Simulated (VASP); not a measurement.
Runs of VASP 6.6.1 on Re. The structure is that of space group R-3m (No. 166), or close to it. The cells are those of the table. 

```tsv
task	cell	gap on the mesh (eV)	pressure (GPa)	largest force (eV/Å)
single point	a = 6.952 Å, angles 23.0°, 3 atoms	none	-10.2	0.05
single point	a = 7.082 Å, angles 22.5°, 3 atoms	none	(b)	0.08
electric field gradients	a = 7.022 Å, angles 23.2°, 3 atoms	none	-25.5	0.01
electric field gradients	a = 6.746 Å, angles 23.2°, 3 atoms	none	19.8	0.05
electric field gradients	a = 6.840 Å, angles 23.2°, 3 atoms	none	(a)	0.03
```

Alike in all rows: level PBEsol; potentials or basis VASP PAW PBE potentials, release 64 (Re); no spin polarisation; k mesh 15 × 15 × 15; cutoff (eV) 520; smearing fermi-dirac 0.05 eV.

Task: Fill in the values left out.

Result: (a) 1.2; (b) -16.6.

Caveats: the PAW data sets were made with another functional, which shifts forces and pressure a little; spin-orbit coupling is left out, which moves the levels of the heavy elements; the stress differs along the axes, from -14 to -9 GPa (at least some runs); the stress differs along the axes, from -25 to -13 GPa (at least some runs); the cell stands under tension (at least some runs); the cell stands under pressure (at least some runs).

A k mesh can miss the band edges, and the runs leave out spin-orbit coupling on Re.

A gap of «none» marks levels without a gap at the run's occupations.
